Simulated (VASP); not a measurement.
Here is a VASP 6.6.1 calculation.

Contents of INCAR:

```
PREC = Accurate ; ENCUT = 500
EDIFF = 1E-6 ; ISMEAR = 0
SIGMA = 0.05 ; LREAL = F
LASPH = T ; NELM = 120
ALGO = Normal ; ISIF = 2
LWAVE = F ; LCHARG = F
GGA = RE ; IVDW = 13
NBANDS = 16 ; GGA_COMPAT = F
```

KPOINTS

```
Automatic mesh
0
Gamma
  8 8 8
```

Contents of POSCAR:

```
HgS
1.0
    0.0000000000      2.9349832392      2.9349832392
    2.9349832392      0.0000000000      2.9349832392
    2.9349832392      2.9349832392      0.0000000000
Hg S
1 1
Direct
    0.0000000000      0.0000000000      0.0000000000
    0.7500000000      0.7500000000      0.7500000000
```

Potentials or basis: VASP PAW PBE potentials, release 64 (Hg, S).

The run is started by

```bash
$ cat potpaw_PBE.64/Hg/POTCAR potpaw_PBE.64/S/POTCAR > POTCAR
$ mpirun -np 1 vasp_std > vasp.out
```

(1) Predict the band gap on the k mesh.

(2) Predict the pressure.

(3) Predict the dispersion energy per atom.

Results:

(1) zero (filled and empty bands touch).

(2) 1.5 GPa.

(3) -0.565 eV.

Caveat: the PAW data sets were made with another functional, which shifts forces and pressure a little; spin-orbit coupling is left out, which moves the levels of the heavy elements; pairwise dispersion overbinds metals, which lowers pressure and volume.
